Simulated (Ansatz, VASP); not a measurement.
Two plane-wave programs on TiC

```xyz
2
Lattice="0.0000 2.1464 2.1464 2.1464 0.0000 2.1464 2.1464 2.1464 0.0000" Properties=species:S:1:pos:R:3 pbc="T T T"
Ti    0.0000    0.0000    0.0000
C     2.1464    2.1464    2.1464
```

Alike in both runs: functional PBEsol; k mesh 14 × 14 × 14; occupations gaussian, width 0.1 eV; no spin polarisation.

Ansatz relaxed the structure, and its values are those at the end. VASP's run is a single point on that final structure, the one shown.

```csv
,VASP,Ansatz
version,VASP 6.6.1,Ansatz 0.2.0
potentials or method,"VASP PAW PBE potentials, release 64 (Ti_sv, C), cutoff 520 eV","scalar-relativistic, plane waves, PAW"
valence electrons in the cell,16,16
```

```csv
,VASP,Ansatz,Ansatz less VASP
gap on the k mesh at the Fermi level (eV),none,none,-
pressure (GPa),0.3,0.0,-0.34
```

VASP's potentials were made for PBE, not for PBEsol, and Ansatz warns of the same on its side. A gap of «none» marks a metal or a gap that the smearing closes.
